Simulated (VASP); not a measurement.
# GaP (F-43m) in VASP: notebook, part 2 of 2

VASP 6.6.1.

### 3 Single point, PBEsol

This run uses another cell than the first one, of 19.66 Å³/atom.

File INCAR:

```
PREC = Accurate
ENCUT = 520
EDIFF = 1E-6
ISMEAR = 0
SIGMA = 0.01
LREAL = False
LASPH = True
NELM = 100
ALGO = Normal
ISIF = 2
LWAVE = False
LCHARG = False
GGA = PS
NBANDS = 16
```

File KPOINTS:

```
Automatic mesh
0
Gamma
  8 8 8
```

File POSCAR:

```
GaP
1.0
    2.6988628138      2.6988628138      0.0000000000
   -2.6988628138      2.6988628138      0.0000000000
    0.0000000000      2.6988628138      2.6988628138
Ga P
1 1
Direct
    0.0000000000      0.0000000000      0.0000000000
    0.7500000000      0.2500000000      0.5000000000
```

Potentials or basis: VASP PAW PBE potentials, release 64 (Ga_d, P).

Command:

```sh
$ cat potpaw_PBE.64/Ga_d/POTCAR potpaw_PBE.64/P/POTCAR > POTCAR
$ mpirun -np 1 vasp_std > vasp.out
```

OUTCAR:

```text
PREC = Accurate
   ENCUT = 520
   EDIFF = 1E-6
   ISMEAR = 0
   LREAL = False
   LASPH = True
   NELM = 100
   ISIF = 2
   GGA = PS

 ion  position               nearest neighbor table
   1  0.000  0.000  0.000-   2 2.34   2 2.34   2 2.34   2 2.34
   2  0.750  0.250  0.500-   1 2.34   1 2.34   1 2.34   1 2.34

  LATTYP: Found a face centered cubic cell.
 ALAT       =     5.3977256276

  Lattice vectors:

 A1 = (   0.0000000000,   2.6988628138,   2.6988628138)
 A2 = (   2.6988628138,   0.0000000000,   2.6988628138)
 A3 = (   2.6988628138,   2.6988628138,   0.0000000000)

Analysis of symmetry for initial positions (statically):
=====================================================================
 Subroutine PRICEL returns:
 Original cell was already a primitive cell.

 Routine SETGRP: Setting up the symmetry group for a
 face centered cubic supercell.

 Subroutine GETGRP returns: Found 24 space group operations
 (whereof 24 operations were pure point group operations)
 out of a pool of 48 trial point group operations.

The static configuration has the point symmetry T_d .

Analysis of symmetry for dynamics (positions and initial velocities):
[... 159 lines left out ...]
 E-fermi :   4.9525     XC(G=0): -10.1540

 val. band max:        4.8715958575   @ k =   0.0000   0.0000   0.0000
 cond. band min:       6.3262329112   @ k =   0.5000   0.5000   0.0000
 fundamental gap:      1.4546370537
 Fermi energy:         4.9525110522

 k-point     1 :       0.0000    0.0000    0.0000
  band No.  band energies     occupation
      1      -9.7234      2.00000
      2      -9.7234      2.00000
      3      -9.7234      2.00000
      4      -9.6133      2.00000
      5      -9.6133      2.00000
      6      -7.8773      2.00000
[... 433 lines left out ...]
      3      -9.6757      2.00000
      4      -9.6195      2.00000
      5      -9.6053      2.00000
      6      -5.2611      2.00000
[... 8 lines left out ...]
     15      16.8725      0.00000
     16      17.4817      0.00000

 [... further k-points ...]

------------------------ aborting loop because EDIFF is reached ----------------------------------------

  FORCE on cell =-STRESS in cart. coord.  units (eV):
  Direction    XX          YY          ZZ          XY          YZ          ZX
  --------------------------------------------------------------------------------------
  -------------------------------------------------------------------------------------
  Total        0.4703687      0.4703687      0.4703687      0.0000000      0.0000000     -0.0000000
  in kB       19.1679882     19.1679882     19.1679882      0.0000000      0.0000000     -0.0000000
  external PRESSURE =      19.1679882 kB  Pullay stress =       0.0000000 kB

 VOLUME and BASIS-vectors are now :
 -----------------------------------------------------------------------------
  energy-cutoff  :      520.00
  volume of cell :       39.32
      direct lattice vectors                 reciprocal lattice vectors
     2.698862814  2.698862814  0.000000000     0.185263214  0.185263214 -0.185263214
    -2.698862814  2.698862814  0.000000000    -0.185263214  0.185263214 -0.185263214
     0.000000000  2.698862814  2.698862814     0.000000000  0.000000000  0.370526429

 POSITION                                       TOTAL-FORCE (eV/Angst)
 -----------------------------------------------------------------------------------
      0.00000      0.00000      0.00000         0.000000     -0.000000      0.000000
      1.34943      4.04829      1.34943        -0.000000      0.000000     -0.000000
 -----------------------------------------------------------------------------------
    total drift:                               -0.000000      0.000000     -0.000000

  FREE ENERGIE OF THE ION-ELECTRON SYSTEM (eV)
  ---------------------------------------------------
  free  energy   TOTEN  =        -9.9158586561 eV

  energy  without entropy=       -9.9158586561  energy(sigma->0) =       -9.91585866
```

stdout:

```text
POSCAR found type information on POSCAR GaP
 POSCAR found :  2 types and       2 ions
 scaLAPACK will be used
 -----------------------------------------------------------------------------
|                                                                             |
|                                                                             |
|     You enforced a specific xc type in the INCAR file but a different       |
|     I HOPE YOU KNOW WHAT YOU ARE DOING!                                     |
|                                                                             |
 -----------------------------------------------------------------------------

 LDA part: xc-table for (Slater+PW92), standard interpolation
 POSCAR, INCAR and KPOINTS ok, starting setup
 FFT: planning ... GRIDC
 FFT: planning ... GRID_SOFT
 FFT: planning ... GRID
 WAVECAR not read
 entering main loop
```

Run time: 13 s. Hardware: 1 thread of Intel Xeon Platinum 8488C (Sapphire Rapids), shared host; peak memory 0.16 GiB.

Results:

```
Free energy            : -9.9159 eV
Pressure               : 1.9 GPa
Band gap on the k mesh : 1.45 eV (least direct gap 1.99 eV)
```

Caveat: the PAW data sets were made with another functional, which shifts forces and pressure a little.

### 4 Single point, PBEsol

This run uses another cell than the first one, of 20.60 Å³/atom.

File INCAR:

```
  PREC = Accurate
  ENCUT = 520
  EDIFF = 1E-6
  ISMEAR = 0
  SIGMA = 0.01
  LREAL = False
  LASPH = True
  NELM = 80
  ALGO = Normal
  ISIF = 2
  LWAVE = False
  LCHARG = True
  GGA = PS
  LELF = True
  LVHAR = True
  NBANDS = 16
```

KPOINTS is that of step 3.

File POSCAR:

```
GaP
1.0
    2.7414772856      2.7414772856      0.0000000000
   -2.7414772856      2.7414772856      0.0000000000
    0.0000000000      2.7414772856      2.7414772856
Ga P
1 1
Direct
    0.0000000000      0.0000000000      0.0000000000
    0.7500000000      0.2500000000      0.5000000000
```

Potentials or basis: VASP PAW PBE potentials, release 64 (Ga_d, P).

Command:

```sh
$ cat potpaw_PBE.64/Ga_d/POTCAR potpaw_PBE.64/P/POTCAR > POTCAR
$ mpirun -np 1 vasp_std > vasp.out
```

OUTCAR:

```text
PREC = Accurate
   ENCUT = 520
   EDIFF = 1E-6
   ISMEAR = 0
   LREAL = False
   LASPH = True
   NELM = 80
   ISIF = 2
   GGA = PS

 ion  position               nearest neighbor table
   1  0.000  0.000  0.000-   2 2.37   2 2.37   2 2.37   2 2.37
   2  0.750  0.250  0.500-   1 2.37   1 2.37   1 2.37   1 2.37

  LATTYP: Found a face centered cubic cell.
 ALAT       =     5.4829545712

  Lattice vectors:

 A1 = (   0.0000000000,   2.7414772856,   2.7414772856)
 A2 = (   2.7414772856,   0.0000000000,   2.7414772856)
 A3 = (   2.7414772856,   2.7414772856,   0.0000000000)

Analysis of symmetry for initial positions (statically):
=====================================================================
 Subroutine PRICEL returns:
 Original cell was already a primitive cell.

 Routine SETGRP: Setting up the symmetry group for a
 face centered cubic supercell.

 Subroutine GETGRP returns: Found 24 space group operations
 (whereof 24 operations were pure point group operations)
 out of a pool of 48 trial point group operations.

The static configuration has the point symmetry T_d .

Analysis of symmetry for dynamics (positions and initial velocities):
=====================================================================
 Subroutine PRICEL returns:
 Original cell was already a primitive cell.

 Routine SETGRP: Setting up the symmetry group for a
 face centered cubic supercell.

 Subroutine GETGRP returns: Found 24 space group operations
 (whereof 24 operations were pure point group operations)
 out of a pool of 48 trial point group operations.

The dynamic configuration has the point symmetry T_d .

 Subroutine INISYM returns: Found 24 space group operations
 (whereof 24 operations are pure point group operations),
 and found     1 'primitive' translations

----------------------------------------------------------------------------------------

                                     Primitive cell

  volume of cell :      41.2082

  direct lattice vectors                    reciprocal lattice vectors
     2.741477286  2.741477286  0.000000000     0.182383419  0.182383419 -0.182383419
    -2.741477286  2.741477286  0.000000000    -0.182383419  0.182383419 -0.182383419
     0.000000000  2.741477286  2.741477286     0.000000000  0.000000000  0.364766838

  length of vectors
     3.877034358  3.877034358  3.877034358     0.315897348  0.315897348  0.364766838

  position of ions in fractional coordinates (direct lattice)
     0.000000000  0.000000000  0.000000000
     0.750000000  0.250000000  0.500000000

  ion indices of the primitive-cell ions
   primitive index   ion index
                 1           1
                 2           2

----------------------------------------------------------------------------------------

 KPOINTS: Automatic mesh

Automatic generation of k-mesh.
 Grid dimensions read from file:
 generate k-points for:    8    8    8

 Generating k-lattice:

  Cartesian coordinates                     Fractional coordinates (reciprocal lattice)
     0.022797927  0.022797927 -0.022797927     0.125000000  0.000000000  0.000000000
    -0.022797927  0.022797927 -0.022797927     0.000000000  0.125000000  0.000000000
     0.000000000  0.000000000  0.045595855     0.000000000  0.000000000  0.125000000

  Length of vectors
     0.039487168  0.039487168  0.045595855

  Shift w.r.t. Gamma in fractional coordinates (k-lattice)
     0.000000000  0.000000000  0.000000000

 Subroutine IBZKPT returns following result:
 ===========================================

 Found     29 irreducible k-points:

 Following reciprocal coordinates:
            Coordinates               Weight
  0.000000  0.000000  0.000000      1.000000
  0.125000  0.000000  0.000000      8.000000
  0.250000  0.000000  0.000000      8.000000
  0.375000  0.000000  0.000000      8.000000
  0.500000  0.000000  0.000000      4.000000
  0.125000  0.125000  0.000000     12.000000
[... 16 lines left out ...]
  0.375000  0.250000  0.125000     48.000000
  0.500000  0.250000  0.125000     24.000000
 [... further k-points ...]
   k-points           NKPTS =     29   k-points in BZ     NKDIM =     29   number of bands    NBANDS=     16
   number of dos      NEDOS =    301   number of ions     NIONS =      2
   total plane-waves  NPLWV =  27000
   dimension x,y,z NGX =    30 NGY =   30 NGZ =   30
   dimension x,y,z NGXF=    60 NGYF=   60 NGZF=   60
   ions per type =               1   1
   NGX,Y,Z   is equivalent  to a cutoff of  12.86, 12.86, 12.86 a.u.
   NGXF,Y,Z  is equivalent  to a cutoff of  25.73, 25.73, 25.73 a.u.
 SYSTEM =  unknown system
   PREC   = accura    normal or accurate (medium, high low for compatibility)
   ISTART =      0    job   : 0-new  1-cont  2-samecut
   ICHARG =      2    charge: 1-file 2-atom 10-const
   ISPIN  =      1    spin polarized calculation?
   LNONCOLLINEAR =      F non collinear calculations
   LSORBIT =      F    spin-orbit coupling
   LASPH  =      T    aspherical Exc in radial PAW
   ENCUT  =  520.0 eV  38.22 Ry    6.18 a.u.   7.21  7.21  7.21*2*pi/ulx,y,z
   NELM   =     80;   NELMIN=  2; NELMDL= -5     # of ELM steps
   EDIFF  = 0.1E-05   stopping-criterion for ELM
   LREAL  =      F    real-space projection
   EDIFFG = 0.1E-04   stopping-criterion for IOM
   NSW    =      0    number of steps for IOM
   IBRION =     -1    ionic relax: 0-MD 1-quasi-New 2-CG
   NFREE  =      0    steps in history (QN), initial steepest desc. (CG)
   ISIF   =      2    stress and relaxation
   ISYM   =      2    0-nonsym 1-usesym 2-fastsym
   POTIM  = 0.5000    time-step for ionic-motion
   TEBEG  =    0.0;   TEEND  =   0.0 temperature during run
   PSTRESS=    0.0 pullay stress
   NELECT =      18.0000    total number of electrons
   NUPDOWN=      -1.0000    fix difference up-down
   EMIN   =  10.00;   EMAX   =-10.00  energy-range for DOS
   EFERMI =   0.00;   METHOD = LEGACY
   ISMEAR =     0;   SIGMA  =   0.01  broadening in eV -4-tet -1-fermi 0-gaus
   EFERMI_NEDOS =   21; number of points for ismear=-14 and -15
   IALGO  =     38    algorithm
   IMIX   =      4    mixing-type and parameters
     AMIX     =   0.40;   BMIX     =  1.00
     AMIX_MAG =   1.60;   BMIX_MAG =  1.00
  volume/ion in A,a.u.               =      20.60       139.04
  Fermi-wavevector in a.u.,A,eV,Ry     =   1.242141  2.347307 20.992634  1.542915
  Thomas-Fermi vector in A             =   2.376509
   LORBIT       =      0    0 simple, 1 ext, 2 COOP (PROOUT), +10 PAW based schemes
   GGA     = PS    functional components
   LHFCALC =     F    Hartree Fock is set to
   AEXX    =    0.0000 exact exchange contribution
   IVDW    =     0    specifies the selected vdW correction
   LEPSILON=     F    determine dielectric tensor
   LRPA    =     F    only Hartree local field effects (RPA)
 non-spin polarized calculation
 Gauss-broadening in eV      SIGMA  =   0.01
  energy-cutoff  :      520.00
  volume of cell :       41.21
 maximum number of plane-waves:      1124
 NGX is ok and might be reduce to    30
   NGX = 15   NGY = 15   NGZ = 15

 number of electron      17.9999996 magnetization

 Free energy of the ion-electron system (eV)
  ---------------------------------------------------
  ext. energy  EPLUGINS =         0.00000000
  ---------------------------------------------------
  free energy    TOTEN  =        -9.91462675 eV

  energy without entropy =       -9.91462675  energy(sigma->0) =       -9.91462675

 E-fermi :   4.4642     XC(G=0):  -9.9409

 val. band max:        4.3882849309   @ k =   0.0000   0.0000   0.0000
 cond. band min:       5.9196067882   @ k =   0.5000   0.0000   0.0000
 fundamental gap:      1.5313218572
 Fermi energy:         4.4642422893

 k-point     1 :       0.0000    0.0000    0.0000
  band No.  band energies     occupation
      1     -10.1226      2.00000
      2     -10.1226      2.00000
      3     -10.1226      2.00000
      4     -10.0272      2.00000
      5     -10.0272      2.00000
      6      -8.0024      2.00000
[... 8 lines left out ...]
     15      14.1339      0.00000
     16      14.1339      0.00000
[... 419 lines left out ...]
 k-point    24 :       0.5000    0.2500    0.1250
  band No.  band energies     occupation
      1     -10.2055      2.00000
      2     -10.0933      2.00000
      3     -10.0816      2.00000
      4     -10.0322      2.00000
      5     -10.0203      2.00000
      6      -5.5700      2.00000
[... 8 lines left out ...]
     15      16.2246      0.00000
     16      16.7238      0.00000

 [... further k-points ...]

------------------------ aborting loop because EDIFF is reached ----------------------------------------

  FORCE on cell =-STRESS in cart. coord.  units (eV):
  Direction    XX          YY          ZZ          XY          YZ          ZX
  --------------------------------------------------------------------------------------
  -------------------------------------------------------------------------------------
  Total       -0.5260615     -0.5260615     -0.5260615      0.0000000      0.0000000      0.0000000
  in kB      -20.4532905    -20.4532905    -20.4532905      0.0000000      0.0000000      0.0000000
  external PRESSURE =     -20.4532905 kB  Pullay stress =       0.0000000 kB

 VOLUME and BASIS-vectors are now :
 -----------------------------------------------------------------------------
  energy-cutoff  :      520.00
  volume of cell :       41.21
      direct lattice vectors                 reciprocal lattice vectors
     2.741477286  2.741477286  0.000000000     0.182383419  0.182383419 -0.182383419
    -2.741477286  2.741477286  0.000000000    -0.182383419  0.182383419 -0.182383419
     0.000000000  2.741477286  2.741477286     0.000000000  0.000000000  0.364766838

 POSITION                                       TOTAL-FORCE (eV/Angst)
 -----------------------------------------------------------------------------------
      0.00000      0.00000      0.00000        -0.000000      0.000000      0.000000
      1.37074      4.11222      1.37074         0.000000     -0.000000     -0.000000
 -----------------------------------------------------------------------------------
    total drift:                               -0.000001      0.000000     -0.000000

  FREE ENERGIE OF THE ION-ELECTRON SYSTEM (eV)
  ---------------------------------------------------
  free  energy   TOTEN  =        -9.9146267511 eV

  energy  without entropy=       -9.9146267511  energy(sigma->0) =       -9.91462675
```

Run time: 18 s. Hardware: 1 thread of Intel Xeon Platinum 8488C (Sapphire Rapids), shared host; peak memory 0.17 GiB.

What came out:

| Item | Value |
| --- | --- |
| Free energy | -9.9146 eV |
| Pressure | -2.0 GPa |
| Band gap on the k mesh | 1.53 eV (least direct gap 1.60 eV) |

Caveat: the PAW data sets were made with another functional, which shifts forces and pressure a little. A k mesh can miss the band edges.

### 5 Single point, PBEsol

This run uses another cell than the first one, of 20.11 Å³/atom.

File INCAR:

```
SYSTEM = GaP
ALGO     = Normal         ! electronic algorithm
EDIFF    = 1E-6           ! SCF threshold, eV
ENCUT    = 520            ! plane-wave cutoff, eV
GGA      = PS             ! functional
ISIF     = 2              ! what is computed and relaxed
ISMEAR   = -1             ! smearing method
LASPH    = .TRUE.         ! aspherical terms in the spheres
LCHARG   = .TRUE.         ! write CHGCAR
LELF     = .TRUE.         ! ELF
LREAL    = .FALSE.        ! projectors in reciprocal space
LVHAR    = .TRUE.       
LWAVE    = .FALSE.        ! write WAVECAR
NBANDS   = 16             ! bands
NELM     = 80             ! most SCF steps
PREC     = Accurate       ! precision mode
SIGMA    = 0.05           ! smearing width, eV
```

File KPOINTS:

```
k-points
0
G
  12 12 12
  0 0 0
```

File POSCAR:

```
GaP
1.0
    2.7192641266      2.7192641266      0.0000000000
   -2.7192641266      2.7192641266      0.0000000000
    0.0000000000      2.7192641266      2.7192641266
Ga P
1 1
Direct
    0.0000000000      0.0000000000      0.0000000000
    0.7500000000      0.2500000000      0.5000000000
```

Command:

```sh
$ cat potpaw_PBE.64/Ga_d/POTCAR potpaw_PBE.64/P/POTCAR > POTCAR
$ mpirun -np 1 vasp_std > vasp.out
```

Run time: 42 s. Hardware: 1 thread of Intel Xeon Platinum 8488C (Sapphire Rapids), shared host; peak memory 0.19 GiB.

It converged, with:

| Property | Result |
| --- | --- |
| Free energy | -9.9237 eV |
| Pressure | -0.1 GPa |
| Band gap on the k mesh | 1.46 eV (least direct gap 1.81 eV) |

Levels at points of the mesh, in eV from the valence-band top:
| k point | band 6 | band 7 | band 8 | band 9 | band 10 | band 11 | band 12 | band 13 |
| --- | --- | --- | --- | --- | --- | --- | --- | --- |
| (0.00, 0.00, 0.00) | -12.57 | 0.00 | 0.00 | 0.00 | 1.81 | 3.83 | 3.83 | 3.83 |
| (0.50, 0.00, 0.00) | -10.46 | -6.73 | -1.14 | -1.14 | 1.61 | 4.65 | 4.65 | 8.10 |
| (0.50, 0.50, 0.00) | -9.54 | -6.84 | -2.74 | -2.74 | 1.50 | 1.71 | 10.60 | 10.60 |

Caveat: the PAW data sets were made with another functional, which shifts forces and pressure a little.

### 6 The runs side by side

```csv
cell,k mesh,smearing,gap on the mesh (eV),pressure (GPa)
"a = 3.791 Å, angles 60.0, 60.0, 90.0°, 2 atoms",8 × 8 × 8,gaussian 0.01 eV,1.41,3.9
"a = 3.817 Å, angles 60.0, 60.0, 90.0°, 2 atoms",8 × 8 × 8,gaussian 0.01 eV,1.45,1.9
"a = 3.877 Å, angles 60.0, 60.0, 90.0°, 2 atoms",8 × 8 × 8,gaussian 0.01 eV,1.53,-2.0
"a = 3.846 Å, angles 60.0, 60.0, 90.0°, 2 atoms",12 × 12 × 12,fermi-dirac 0.05 eV,1.46,-0.1
```

Alike in all rows: task single point; level PBEsol; potentials or basis VASP PAW PBE potentials, release 64 (Ga_d, P); no spin polarisation; cutoff (eV) 520.

Caveats: the PAW data sets were made with another functional, which shifts forces and pressure a little; the cell stands under pressure (at least some runs).

Absolute energies hang on the potentials; compare differences alone.
